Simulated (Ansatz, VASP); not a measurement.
# Two plane-wave programs on Ta3N

File INCAR:

```
SYSTEM = Ta3N
ALGO = Normal
EDIFF = 1E-6
ENCUT = 520
GGA = PS
ISIF = 2
ISMEAR = 0
LASPH = .TRUE.
LCHARG = .TRUE.
LELF = .TRUE.
LREAL = .FALSE.
LVHAR = .TRUE.
LWAVE = .FALSE.
NBANDS = 27
NELM = 100
PREC = Accurate
SIGMA = 0.15
```

The input KPOINTS:

```
k-points
0
G
  18 18 8
  0 0 0
```

File POSCAR:

```
Ta3N
1.0
    3.0005045844      0.0000000000      0.0000000000
   -1.5002522922      2.5985131942      0.0000000000
    0.0000000000      0.0000000000      7.4499251172
Ta N
3 1
Direct
    0.0000000000      0.0000000000      0.5000000000
    0.3333333333      0.6666666667      0.1725859884
    0.6666666667      0.3333333333      0.8274140116
   -0.0499915917      0.0000000000      0.0000000000
```

Input for Ansatz:

```yaml
crystal:
  lattice:
    - [3.0005045844, 0.0, 0.0]
    - [-1.5002522922, 2.5985131942, 0.0]
    - [0.0, 0.0, 7.4499251172]
  atoms:
    - { symbol: Ta, position: [0.0, 0.0, 0.5] }
    - { symbol: Ta, position: [0.3333333333, 0.6666666667, 0.1725859884] }
    - { symbol: Ta, position: [0.6666666667, 0.3333333333, 0.8274140116] }
    - { symbol: "N", position: [-0.0499915917, 0.0, 0.0] }
basis:
  ecutwfc: 420
kpoints:
  mp_grid: { grid: [18, 18, 8] }
hamiltonian:
  xc: pbesol
scf:
  occupations: { method: gaussian, width: 0.15 }
output:
  forces: true
  stress: true
  eigenvalues: true
```

Alike in both runs: task single point; functional PBEsol; k mesh 18 × 18 × 8; occupations gaussian, width 0.15 eV; no spin polarisation.

|  | VASP | Ansatz |
| --- | --- | --- |
| version | VASP 6.6.1 | Ansatz 0.2.0 |
| potentials or method | VASP PAW PBE potentials, release 64 (Ta_pv, N), cutoff 520 eV | scalar-relativistic, plane waves, PAW |
| valence electrons in the cell | 38 | 44 |

|  | VASP | Ansatz | Ansatz less VASP |
| --- | --- | --- | --- |
| gap on the k mesh at the Fermi level (eV) | none | none | - |
| pressure (GPa) | 1.9 | 1.5 | -0.46 |
| traceless stress, the component that is largest in VASP (GPa) | -1.38 | -1.35 | +0.034 |
| rms of the force components (eV/Å) | 0.765 | 0.751 | -0.0142 |

VASP's potentials were made for PBE, not for PBEsol. Atom by atom the forces differ by 0.028 eV/Å (rms over components). A gap of «none» marks a metal or a gap that the smearing closes. VASP's potentials hold 38 valence electrons a cell and Ansatz's 44, so a difference there can come from the potentials and not from the codes.

Spin-orbit coupling is off throughout.
